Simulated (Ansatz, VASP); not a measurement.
**One calculation of Ge, two programs**

```
CELL_PARAMETERS angstrom
-1.56114 1.56114 1.56114
1.56114 -1.56114 1.56114
1.56114 1.56114 -1.56114
ATOMIC_POSITIONS crystal
Ge 0.00000 0.00000 0.00000
```

Change from the starting cell: volume scaled by 0.85, LAPW.

Alike in both runs: task single point; functional LDA; k mesh 18 × 18 × 18; occupations fermi-dirac, width 0.1 eV; no spin polarisation.

```csv
,VASP,Ansatz
version,VASP 6.6.1,Ansatz 0.2.0
potentials or method,"VASP PAW LDA potentials, release 64 (Ge_d), cutoff 520 eV","all-electron LAPW, scalar-relativistic"
```

|  | VASP | Ansatz | Ansatz less VASP |
| --- | --- | --- | --- |
| pressure (GPa) | 17.9 | 17.9 | -0.07 |

LDA's correlation is that of Perdew and Zunger in VASP and of Perdew and Wang (1992) in Ansatz. Ansatz ran all-electron here, and VASP with PAW potentials.
